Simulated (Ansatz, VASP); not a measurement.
## Ba in VASP and in Ansatz

File INCAR:

```
SYSTEM = Ba
  ALGO = Fast
  EDIFF = 1E-6
  ENCUT = 520
  GGA = PE
  ISIF = 2
  ISMEAR = 0
  LASPH = .TRUE.
  LCHARG = .FALSE.
  LREAL = .FALSE.
  LWAVE = .FALSE.
  NBANDS = 11
  NELM = 80
  PREC = Accurate
  SIGMA = 0.15
```

The input KPOINTS:

```
k-points
0
G
  14 14 14
  0 0 0
```

The input POSCAR:

```
Ba
1.0
   -2.5625000000      2.4375000000      2.5000000000
    2.5625000000     -2.4375000000      2.5000000000
    2.5625000000      2.4375000000     -2.5000000000
Ba
1
Direct
    0.0000000000      0.0000000000      0.0000000000
```

Input for Ansatz:

```yaml
crystal:
  lattice:
    - [-2.5625, 2.4375, 2.5]
    - [2.5625, -2.4375, 2.5]
    - [2.5625, 2.4375, -2.5]
  atoms:
    - { symbol: Ba, position: [0.0, 0.0, 0.0] }
basis:
  ecutwfc: 420
kpoints:
  mp_grid: { grid: [14, 14, 14] }
hamiltonian:
  xc: pbe
scf:
  occupations: { method: gaussian, width: 0.15 }
output:
  forces: true
  stress: true
  eigenvalues: true
```

Change from the starting cell: strain +0.0250 x Voigt [1, -1, 0, 0, 0, 0], atoms carried along.

Alike in both runs: task single point; functional PBE; k mesh 14 × 14 × 14; occupations gaussian, width 0.15 eV; no spin polarisation.

|  | VASP | Ansatz |
| --- | --- | --- |
| version | VASP 6.6.1 | Ansatz 0.2.0 |
| potentials or method | VASP PAW PBE potentials, release 64 (Ba_sv), cutoff 520 eV | scalar-relativistic, plane waves, PAW |
| valence electrons in the cell | 10 | 10 |

|  | VASP | Ansatz | Ansatz less VASP |
| --- | --- | --- | --- |
| gap on the k mesh at the Fermi level (eV) | none | none | - |
| pressure (GPa) | 0.2 | 0.1 | -0.05 |
| traceless stress, the component that is largest in VASP (GPa) | 0.13 | 0.13 | -0.002 |

A gap of «none» marks a metal or a gap that the smearing closes.

Neither program's run includes spin-orbit coupling.
